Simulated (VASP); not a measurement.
Wanted: the native input for a VASP 6.6.1 run.

```yaml
Task: relaxation of cell and atoms
Functional: PBE
Potentials_or_basis: VASP PAW PBE potentials, release 64 (Ga_d, H)
Cutoff: 600 eV
k_mesh: 6 × 6 × 10
Occupations: gaussian, width 0.1 eV
Spin: no spin polarisation
Dipole_correction: no
Further_INCAR_settings: ALGO = Normal; EDIFF = 1e-07; IBRION = 2; EDIFFG = -0.01; NSW = 100; ISIF = 3
```

The structure of GaH3 lies in POSCAR:

```
GaH3
1.0
    6.7542674239      0.0000000000      0.0000000000
   -3.3771337120      5.8493671731      0.0000000000
    0.0000000000      0.0000000000      3.4983053186
Ga H
3 9
Direct
    0.5000000000      0.0000000000      0.0000000000
    0.5000000000      0.5000000000      0.0000000000
    0.0000000000      0.5000000000      0.0000000000
    0.5000000000      0.0000000000      0.5000000000
    0.5782248919      0.7891124459      0.0000000000
    0.4217751081      0.2108875541      0.0000000000
    0.2108875541      0.7891124459      0.0000000000
    0.7891124459      0.2108875541      0.0000000000
    0.5000000000      0.5000000000      0.5000000000
    0.2108875541      0.4217751081      0.0000000000
    0.7891124459      0.5782248919      0.0000000000
    0.0000000000      0.5000000000      0.5000000000
```

The input as run:

INCAR

```
SYSTEM = GaH3
PREC = Accurate
ENCUT = 600
EDIFF = 1E-7
ISMEAR = 0
SIGMA = 0.1
LREAL = .False.
LASPH = .True.
NELM = 60
ALGO = Normal
ISIF = 3
LWAVE = .False.
LCHARG = .False.
GGA = PE
IBRION = 2
NSW = 100
EDIFFG = -0.01
```

KPOINTS

```
regular mesh
0
Gamma
  6 6 10
  0 0 0
```

Potentials or basis: VASP PAW PBE potentials, release 64 (Ga_d, H).

Command:

```bash
$ cat potpaw_PBE.64/Ga_d/POTCAR potpaw_PBE.64/H/POTCAR > POTCAR
$ mpirun -np 1 vasp_std > vasp.out
```

It gave:

The pressure after relaxing is -0.1 GPa. The band gap on the k mesh is zero (band 24 reaches 0.49 eV, above the bottom of band 25 at -0.35 eV).

Caveat: the relaxation stopped at its first step, so nothing moved.

Run time: 5.1 min on 1 thread of Oxide Virtual Turin-like Processor (shared host), peak memory 0.33 GiB.
